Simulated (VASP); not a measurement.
# SbPb (Fm-3m) in VASP: further runs

SbPb is run at these levels: LDA; tasks: single point.

Everything below comes from runs of VASP 6.6.1. Logs are shortened: lines on timing, memory, paths and dates and some standing lists are left out, and cuts for length are marked.

### Step 1. The cell of the first run

The structure is cubic, space group Fm-3m (No. 225). Conventional cell: a = 6.322 Å, b = 6.322 Å, c = 6.322 Å, α = 90.00°, β = 90.00°, γ = 90.00°. Sb (site symmetry m-3m) has 6 Pb at 3.16 Å within 4.2 Å. Pb (site symmetry m-3m) has 6 Sb at 3.16 Å within 4.2 Å.

### Step 2. Single point, LDA

Input file INCAR:

```
SYSTEM = SbPb
PREC = Accurate
ENCUT = 520
EDIFF = 1E-7
ISMEAR = -1
SIGMA = 0.05
LREAL = .FALSE.
LASPH = .TRUE.
NELM = 100
ALGO = Normal
ISIF = 2
LWAVE = .FALSE.
LCHARG = .TRUE.
GGA = CA
LELF = .TRUE.
LVHAR = .TRUE.
NBANDS = 16
```

Input file KPOINTS:

```
Automatic mesh
0
G
  8 8 8
  0 0 0
```

Input file POSCAR:

```
SbPb
1.0
    0.0000000000      3.1612430000      3.1612430000
    3.1612430000      0.0000000000      3.1612430000
    3.1612430000      3.1612430000      0.0000000000
Sb Pb
1 1
Direct
    0.5000000000      0.5000000000      0.5000000000
    0.0000000000      0.0000000000      0.0000000000
```

Potentials or basis: VASP PAW LDA potentials, release 64 (Sb, Pb_d).

The run is started by

```
$ cat potpaw_LDA.64/Sb/POTCAR potpaw_LDA.64/Pb_d/POTCAR > POTCAR
$ mpirun -np 1 vasp_std > vasp.out
```

OUTCAR:

```text
SYSTEM = SbPb
   PREC = Accurate
   ENCUT = 520
   EDIFF = 1E-7
   ISMEAR = -1
   LREAL = .FALSE.
   LASPH = .TRUE.
   NELM = 100
   ISIF = 2
   GGA = CA

 ion  position               nearest neighbor table
   1  0.500  0.500  0.500-   2 3.16   2 3.16   2 3.16   2 3.16   2 3.16   2 3.16
   2  0.000  0.000  0.000-   1 3.16   1 3.16   1 3.16   1 3.16   1 3.16   1 3.16

  LATTYP: Found a face centered cubic cell.
 ALAT       =     6.3224860000

  Lattice vectors:

 A1 = (   0.0000000000,   3.1612430000,   3.1612430000)
 A2 = (   3.1612430000,   0.0000000000,   3.1612430000)
 A3 = (   3.1612430000,   3.1612430000,   0.0000000000)

Analysis of symmetry for initial positions (statically):
=====================================================================
 Subroutine PRICEL returns:
 Original cell was already a primitive cell.

 Routine SETGRP: Setting up the symmetry group for a
 face centered cubic supercell.

 Subroutine GETGRP returns: Found 48 space group operations
 (whereof 48 operations were pure point group operations)
 out of a pool of 48 trial point group operations.

The static configuration has the point symmetry O_h .

Analysis of symmetry for dynamics (positions and initial velocities):
=====================================================================
 Subroutine PRICEL returns:
 Original cell was already a primitive cell.

 Routine SETGRP: Setting up the symmetry group for a
 face centered cubic supercell.

 Subroutine GETGRP returns: Found 48 space group operations
 (whereof 48 operations were pure point group operations)
 out of a pool of 48 trial point group operations.

The dynamic configuration has the point symmetry O_h .

 Subroutine INISYM returns: Found 48 space group operations
 (whereof 48 operations are pure point group operations),
 and found     1 'primitive' translations

----------------------------------------------------------------------------------------

                                     Primitive cell

  volume of cell :      63.1835

  direct lattice vectors                    reciprocal lattice vectors
     0.000000000  3.161243000  3.161243000    -0.158165633  0.158165633  0.158165633
     3.161243000  0.000000000  3.161243000     0.158165633 -0.158165633  0.158165633
     3.161243000  3.161243000  0.000000000     0.158165633  0.158165633 -0.158165633

  length of vectors
     4.470672725  4.470672725  4.470672725     0.273950912  0.273950912  0.273950912

  position of ions in fractional coordinates (direct lattice)
     0.500000000  0.500000000  0.500000000
     0.000000000  0.000000000  0.000000000

  ion indices of the primitive-cell ions
   primitive index   ion index
                 1           1
                 2           2

----------------------------------------------------------------------------------------

 KPOINTS: Automatic mesh

Automatic generation of k-mesh.
 Grid dimensions read from file:
 generate k-points for:    8    8    8

 Generating k-lattice:

  Cartesian coordinates                     Fractional coordinates (reciprocal lattice)
    -0.019770704  0.019770704  0.019770704     0.125000000  0.000000000  0.000000000
     0.019770704 -0.019770704  0.019770704     0.000000000  0.125000000  0.000000000
     0.019770704  0.019770704 -0.019770704     0.000000000  0.000000000  0.125000000

  Length of vectors
     0.034243864  0.034243864  0.034243864

  Shift w.r.t. Gamma in fractional coordinates (k-lattice)
     0.000000000  0.000000000  0.000000000

 Subroutine IBZKPT returns following result:
 ===========================================

 Found     29 irreducible k-points:

 Following reciprocal coordinates:
            Coordinates               Weight
  0.000000  0.000000  0.000000      1.000000
  0.125000  0.000000  0.000000      8.000000
  0.250000  0.000000  0.000000      8.000000
  0.375000  0.000000  0.000000      8.000000
  0.500000  0.000000  0.000000      4.000000
  0.125000  0.125000  0.000000      6.000000
[... 16 lines left out ...]
  0.500000  0.250000  0.125000     48.000000
 -0.375000  0.250000  0.125000     24.000000
 [... further k-points ...]
   k-points           NKPTS =     29   k-points in BZ     NKDIM =     29   number of bands    NBANDS=     16
   number of dos      NEDOS =    301   number of ions     NIONS =      2
   total plane-waves  NPLWV =  46656
   dimension x,y,z NGX =    36 NGY =   36 NGZ =   36
   dimension x,y,z NGXF=    72 NGYF=   72 NGZF=   72
   ions per type =               1   1
   NGX,Y,Z   is equivalent  to a cutoff of  13.39, 13.39, 13.39 a.u.
   NGXF,Y,Z  is equivalent  to a cutoff of  26.77, 26.77, 26.77 a.u.
 SYSTEM =  SbPb
   PREC   = accura    normal or accurate (medium, high low for compatibility)
   ISTART =      0    job   : 0-new  1-cont  2-samecut
   ICHARG =      2    charge: 1-file 2-atom 10-const
   ISPIN  =      1    spin polarized calculation?
   LNONCOLLINEAR =      F non collinear calculations
   LSORBIT =      F    spin-orbit coupling
   LASPH  =      T    aspherical Exc in radial PAW
   ENCUT  =  520.0 eV  38.22 Ry    6.18 a.u.   8.31  8.31  8.31*2*pi/ulx,y,z
   NELM   =    100;   NELMIN=  2; NELMDL= -5     # of ELM steps
   EDIFF  = 0.1E-06   stopping-criterion for ELM
   LREAL  =      F    real-space projection
   EDIFFG = 0.1E-05   stopping-criterion for IOM
   NSW    =      0    number of steps for IOM
   IBRION =     -1    ionic relax: 0-MD 1-quasi-New 2-CG
   NFREE  =      0    steps in history (QN), initial steepest desc. (CG)
   ISIF   =      2    stress and relaxation
   ISYM   =      2    0-nonsym 1-usesym 2-fastsym
   POTIM  = 0.5000    time-step for ionic-motion
   TEBEG  =    0.0;   TEEND  =   0.0 temperature during run
   PSTRESS=    0.0 pullay stress
   NELECT =      19.0000    total number of electrons
   NUPDOWN=      -1.0000    fix difference up-down
   EMIN   =  10.00;   EMAX   =-10.00  energy-range for DOS
   EFERMI =   0.00;   METHOD = LEGACY
   ISMEAR =    -1;   SIGMA  =   0.05  broadening in eV -4-tet -1-fermi 0-gaus
   EFERMI_NEDOS =   21; number of points for ismear=-14 and -15
   IALGO  =     38    algorithm
   IMIX   =      4    mixing-type and parameters
     AMIX     =   0.40;   BMIX     =  1.00
     AMIX_MAG =   1.60;   BMIX_MAG =  1.00
  volume/ion in A,a.u.               =      31.59       213.19
  Fermi-wavevector in a.u.,A,eV,Ry     =   1.096793  2.072639 16.367206  1.202956
  Thomas-Fermi vector in A             =   2.233142
   LORBIT       =      0    0 simple, 1 ext, 2 COOP (PROOUT), +10 PAW based schemes
   GGA     = CA    functional components
   LHFCALC =     F    Hartree Fock is set to
   AEXX    =    0.0000 exact exchange contribution
   IVDW    =     0    specifies the selected vdW correction
   LEPSILON=     F    determine dielectric tensor
   LRPA    =     F    only Hartree local field effects (RPA)
 non-spin polarized calculation
  energy-cutoff  :      520.00
  volume of cell :       63.18
 maximum number of plane-waves:      1727
 NGX is ok and might be reduce to    36
   NGX = 17   NGY = 17   NGZ = 17

 number of electron      18.9999998 magnetization

 Free energy of the ion-electron system (eV)
  ---------------------------------------------------
  ext. energy  EPLUGINS =         0.00000000
  ---------------------------------------------------
  free energy    TOTEN  =        -8.91220264 eV

  energy without entropy =       -8.90369272  energy(sigma->0) =       -8.90794768

 E-fermi :   6.0956     XC(G=0):  -9.8520

 val. band max:        6.0464096982   @ k =  -0.1250   0.1250   0.0000
 cond. band min:       6.1185794246   @ k =  -0.2500   0.2500   0.0000
 fundamental gap:      0.0721697264
 Fermi energy:         6.0955846932

 k-point     1 :       0.0000    0.0000    0.0000
  band No.  band energies     occupation
      1     -10.5465      2.00000
      2     -10.5465      2.00000
      3     -10.5211      2.00000
      4     -10.5211      2.00000
      5     -10.5211      2.00000
      6      -5.4901      2.00000
[... 8 lines left out ...]
     15      12.0009      0.00000
     16      12.0009      0.00000

 k-point     2 :       0.1250    0.0000    0.0000
  band No.  band energies     occupation
      1     -10.5491      2.00000
      2     -10.5491      2.00000
      3     -10.5207      2.00000
      4     -10.5184      2.00000
      5     -10.5184      2.00000
      6      -5.3233      2.00000
[... 8 lines left out ...]
     15      12.3065      0.00000
     16      12.3065      0.00000

 k-point     3 :       0.2500    0.0000    0.0000
  band No.  band energies     occupation
      1     -10.5561      2.00000
      2     -10.5561      2.00000
      3     -10.5199      2.00000
      4     -10.5108      2.00000
      5     -10.5108      2.00000
      6      -4.8264      2.00000
[... 8 lines left out ...]
     15      13.1470      0.00000
     16      13.1470      0.00000

 k-point     4 :       0.3750    0.0000    0.0000
  band No.  band energies     occupation
      1     -10.5636      2.00000
      2     -10.5636      2.00000
      3     -10.5194      2.00000
      4     -10.5027      2.00000
      5     -10.5027      2.00000
      6      -4.0152      2.00000
[... 8 lines left out ...]
     15      14.4248      0.00000
     16      14.4248      0.00000
[... 324 lines left out ...]
 k-point    22 :       0.3750    0.2500    0.1250
  band No.  band energies     occupation
      1     -10.5746      2.00000
      2     -10.5478      2.00000
      3     -10.5231      2.00000
      4     -10.5048      2.00000
      5     -10.5040      2.00000
      6      -4.3990      2.00000
[... 8 lines left out ...]
     15      14.0467      0.00000
     16      15.2494      0.00000

 k-point    23 :       0.5000    0.2500    0.1250
  band No.  band energies     occupation
      1     -10.5804      2.00000
      2     -10.5541      2.00000
      3     -10.5183      2.00000
      4     -10.5035      2.00000
      5     -10.4978      2.00000
      6      -3.6251      2.00000
[... 8 lines left out ...]
     15      14.8948      0.00000
     16      15.3241      0.00000

 k-point    24 :      -0.3750    0.2500    0.1250
  band No.  band energies     occupation
      1     -10.5817      2.00000
      2     -10.5578      2.00000
      3     -10.5139      2.00000
      4     -10.5058      2.00000
      5     -10.4948      2.00000
      6      -2.7824      2.00000
[... 8 lines left out ...]
     15      13.5347      0.00000
     16      16.1604      0.00000

 [... further k-points ...]
[... 5 lines left out ...]
  --------------------------------------------------------------------------------------
  -------------------------------------------------------------------------------------
  Total       -1.0878270     -1.0878270     -1.0878270      0.0000000      0.0000000     -0.0000000
  in kB      -27.5846068    -27.5846068    -27.5846068      0.0000000      0.0000000     -0.0000000
  external PRESSURE =     -27.5846068 kB  Pullay stress =       0.0000000 kB

 VOLUME and BASIS-vectors are now :
 -----------------------------------------------------------------------------
  energy-cutoff  :      520.00
  volume of cell :       63.18
      direct lattice vectors                 reciprocal lattice vectors
     0.000000000  3.161243000  3.161243000    -0.158165633  0.158165633  0.158165633
     3.161243000  0.000000000  3.161243000     0.158165633 -0.158165633  0.158165633
     3.161243000  3.161243000  0.000000000     0.158165633  0.158165633 -0.158165633

 POSITION                                       TOTAL-FORCE (eV/Angst)
 -----------------------------------------------------------------------------------
      3.16124      3.16124      3.16124        -0.000000      0.000000     -0.000000
      0.00000      0.00000      0.00000         0.000000      0.000000      0.000000
 -----------------------------------------------------------------------------------
    total drift:                               -0.000000      0.000000      0.000000

  FREE ENERGIE OF THE ION-ELECTRON SYSTEM (eV)
  ---------------------------------------------------
  free  energy   TOTEN  =        -8.9122026413 eV

  energy  without entropy=       -8.9036927241  energy(sigma->0) =       -8.90794768
```

It used 60 s of CPU time on 1 thread of AMD EPYC 7R13 Processor (Zen 3) (shared host).

Results:

```yaml
Free_energy: -8.9122 eV
Pressure: -2.8 GPa
```

Caveat: spin-orbit coupling is left out, which moves the levels of the heavy elements.

### Step 3. Single point, LDA

This run uses another cell than the first one, of 32.43 Å³/atom, 1.027 times its volume.

Input file INCAR:

```
SYSTEM = SbPb
PREC     = Accurate       ! precision mode
ENCUT    = 520            ! plane-wave cutoff, eV
EDIFF    = 1E-6           ! SCF threshold, eV
ISMEAR   = -1             ! smearing method
SIGMA    = 0.05           ! smearing width, eV
LREAL    = .False.        ! projectors in reciprocal space
LASPH    = .True.         ! aspherical terms in the spheres
NELM     = 60             ! most SCF steps
ALGO     = Normal         ! electronic algorithm
ISIF     = 2              ! what is computed and relaxed
LWAVE    = .False.        ! write WAVECAR
LCHARG   = .False.        ! write CHGCAR
GGA      = CA             ! functional
NBANDS   = 16             ! bands
```

Input file KPOINTS:

```
Automatic mesh
0
Gamma
  8 8 8
  0 0 0
```

Input file POSCAR:

```
SbPb
1.0
    0.0000000000      3.1890967964      3.1890967964
    3.1890967964      0.0000000000      3.1890967964
    3.1890967964      3.1890967964      0.0000000000
Sb Pb
1 1
Direct
    0.5000000000      0.5000000000      0.5000000000
    0.0000000000      0.0000000000      0.0000000000
```

Potentials or basis: VASP PAW LDA potentials, release 64 (Sb, Pb_d).

The run is started by

```
$ cat potpaw_LDA.64/Sb/POTCAR potpaw_LDA.64/Pb_d/POTCAR > POTCAR
$ mpirun -np 1 vasp_std > vasp.out
```

OUTCAR:

```text
SYSTEM = SbPb
   PREC = Accurate
   ENCUT = 520
   EDIFF = 1E-6
   ISMEAR = -1
   LREAL = .False.
   LASPH = .True.
   NELM = 60
   ISIF = 2
   GGA = CA

 ion  position               nearest neighbor table
   1  0.500  0.500  0.500-   2 3.19   2 3.19   2 3.19   2 3.19   2 3.19   2 3.19
   2  0.000  0.000  0.000-   1 3.19   1 3.19   1 3.19   1 3.19   1 3.19   1 3.19

  LATTYP: Found a face centered cubic cell.
 ALAT       =     6.3781935928

  Lattice vectors:

 A1 = (   0.0000000000,   3.1890967964,   3.1890967964)
 A2 = (   3.1890967964,   0.0000000000,   3.1890967964)
 A3 = (   3.1890967964,   3.1890967964,   0.0000000000)

Analysis of symmetry for initial positions (statically):
=====================================================================
 Subroutine PRICEL returns:
 Original cell was already a primitive cell.

 Routine SETGRP: Setting up the symmetry group for a
 face centered cubic supercell.

 Subroutine GETGRP returns: Found 48 space group operations
 (whereof 48 operations were pure point group operations)
 out of a pool of 48 trial point group operations.

The static configuration has the point symmetry O_h .

Analysis of symmetry for dynamics (positions and initial velocities):
=====================================================================
 Subroutine PRICEL returns:
 Original cell was already a primitive cell.

 Routine SETGRP: Setting up the symmetry group for a
 face centered cubic supercell.

 Subroutine GETGRP returns: Found 48 space group operations
 (whereof 48 operations were pure point group operations)
 out of a pool of 48 trial point group operations.

The dynamic configuration has the point symmetry O_h .

 Subroutine INISYM returns: Found 48 space group operations
 (whereof 48 operations are pure point group operations),
 and found     1 'primitive' translations

[... 105 lines left out ...]
   NELECT =      19.0000    total number of electrons
   NUPDOWN=      -1.0000    fix difference up-down
   EMIN   =  10.00;   EMAX   =-10.00  energy-range for DOS
   EFERMI =   0.00;   METHOD = LEGACY
   ISMEAR =    -1;   SIGMA  =   0.05  broadening in eV -4-tet -1-fermi 0-gaus
   EFERMI_NEDOS =   21; number of points for ismear=-14 and -15
   IALGO  =     38    algorithm
   IMIX   =      4    mixing-type and parameters
     AMIX     =   0.40;   BMIX     =  1.00
     AMIX_MAG =   1.60;   BMIX_MAG =  1.00
  volume/ion in A,a.u.               =      32.43       218.88
  Fermi-wavevector in a.u.,A,eV,Ry     =   1.087214  2.054536 16.082550  1.182034
  Thomas-Fermi vector in A             =   2.223368
   LORBIT       =      0    0 simple, 1 ext, 2 COOP (PROOUT), +10 PAW based schemes
   GGA     = CA    functional components
   LHFCALC =     F    Hartree Fock is set to
   AEXX    =    0.0000 exact exchange contribution
   IVDW    =     0    specifies the selected vdW correction
   LEPSILON=     F    determine dielectric tensor
   LRPA    =     F    only Hartree local field effects (RPA)
 non-spin polarized calculation
  energy-cutoff  :      520.00
  volume of cell :       64.87
 maximum number of plane-waves:      1807
 NGX is ok and might be reduce to    36
   NGX = 17   NGY = 17   NGZ = 17

 number of electron      19.0000000 magnetization

 Free energy of the ion-electron system (eV)
  ---------------------------------------------------
  ext. energy  EPLUGINS =         0.00000000
  ---------------------------------------------------
  free energy    TOTEN  =        -8.87815223 eV

  energy without entropy =       -8.86848709  energy(sigma->0) =       -8.87331966

 E-fermi :   5.7986     XC(G=0):  -9.7367

 val. band max:        5.7578758234   @ k =  -0.1250   0.1250   0.0000
 cond. band min:       5.8098457725   @ k =  -0.2500   0.2500   0.0000
 fundamental gap:      0.0519699491
 Fermi energy:         5.7985903740

 k-point     1 :       0.0000    0.0000    0.0000
  band No.  band energies     occupation
      1     -10.8249      2.00000
      2     -10.8249      2.00000
      3     -10.8015      2.00000
      4     -10.8015      2.00000
      5     -10.8015      2.00000
      6      -5.6096      2.00000
[... 433 lines left out ...]
      3     -10.7947      2.00000
      4     -10.7876      2.00000
      5     -10.7777      2.00000
      6      -3.0041      2.00000
[... 8 lines left out ...]
     15      13.1807      0.00000
     16      15.7839      0.00000

 [... further k-points ...]
[... 5 lines left out ...]
  --------------------------------------------------------------------------------------
  -------------------------------------------------------------------------------------
  Total       -1.5305309     -1.5305309     -1.5305309      0.0000000      0.0000000      0.0000000
  in kB      -37.8024191    -37.8024191    -37.8024191      0.0000000      0.0000000      0.0000000
  external PRESSURE =     -37.8024191 kB  Pullay stress =       0.0000000 kB

 VOLUME and BASIS-vectors are now :
 -----------------------------------------------------------------------------
  energy-cutoff  :      520.00
  volume of cell :       64.87
      direct lattice vectors                 reciprocal lattice vectors
     0.000000000  3.189096796  3.189096796    -0.156784203  0.156784203  0.156784203
     3.189096796  0.000000000  3.189096796     0.156784203 -0.156784203  0.156784203
     3.189096796  3.189096796  0.000000000     0.156784203  0.156784203 -0.156784203

 POSITION                                       TOTAL-FORCE (eV/Angst)
 -----------------------------------------------------------------------------------
      3.18910      3.18910      3.18910         0.000000      0.000000      0.000000
      0.00000      0.00000      0.00000        -0.000000      0.000000     -0.000000
 -----------------------------------------------------------------------------------
    total drift:                               -0.000000      0.000000      0.000000

  FREE ENERGIE OF THE ION-ELECTRON SYSTEM (eV)
  ---------------------------------------------------
  free  energy   TOTEN  =        -8.8781522265 eV

  energy  without entropy=       -8.8684870919  energy(sigma->0) =       -8.87331966
```

It used 68 s of CPU time on 1 thread of AMD EPYC 7R13 Processor (Zen 3), with other jobs on the host.

What came out:

* Free energy: -8.8782 eV
* Pressure: -3.8 GPa

Levels at points of the mesh, in eV from the Fermi level:
```csv
k point,band 6,band 7,band 8,band 9,band 10,band 11,band 12,band 13,band 14,band 15
"(0.00, 0.00, 0.00)",-11.41,-4.25,-0.57,-0.57,-0.57,4.47,4.47,4.47,5.90,5.90
"(0.50, 0.00, 0.00)",-9.09,-8.68,0.14,0.14,0.82,1.21,1.26,1.26,9.00,9.45
"(0.50, 0.50, 0.00)",-9.09,-6.71,-4.38,-2.39,-2.39,3.22,6.37,6.37,8.18,10.45
```

Caveat: spin-orbit coupling is left out, which moves the levels of the heavy elements.
